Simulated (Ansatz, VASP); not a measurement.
# Sn: VASP beside Ansatz

```
CELL_PARAMETERS angstrom
-2.89942 2.90080 1.55817
2.90080 -2.89942 1.55817
2.89858 2.89858 -1.55564
ATOMIC_POSITIONS crystal
Sn 0.00002 0.99998 0.00000
Sn 0.74998 0.25002 0.50000
```

Alike in both runs: task single point; functional LDA; k mesh 11 × 11 × 8; occupations fermi-dirac, width 0.01 eV; no spin polarisation.

|  | VASP | Ansatz |
| --- | --- | --- |
| version | VASP 6.6.1 | Ansatz 0.2.0 |
| potentials or method | VASP PAW LDA potentials, release 64 (Sn_d), cutoff 520 eV | plane waves (420 eV) with PAW, scalar-relativistic |
| valence electrons in the cell | 28 | 28 |

```tsv
	VASP	Ansatz	Ansatz less VASP
pressure (GPa)	0.0	0.0	-0.04
traceless stress, the component that is largest in VASP (GPa)	-0.10	-0.11	-0.011
```

Ansatz warns that its potentials were made for another functional, while VASP's fit it. LDA's correlation is that of Perdew and Zunger in VASP and of Perdew and Wang (1992) in Ansatz.
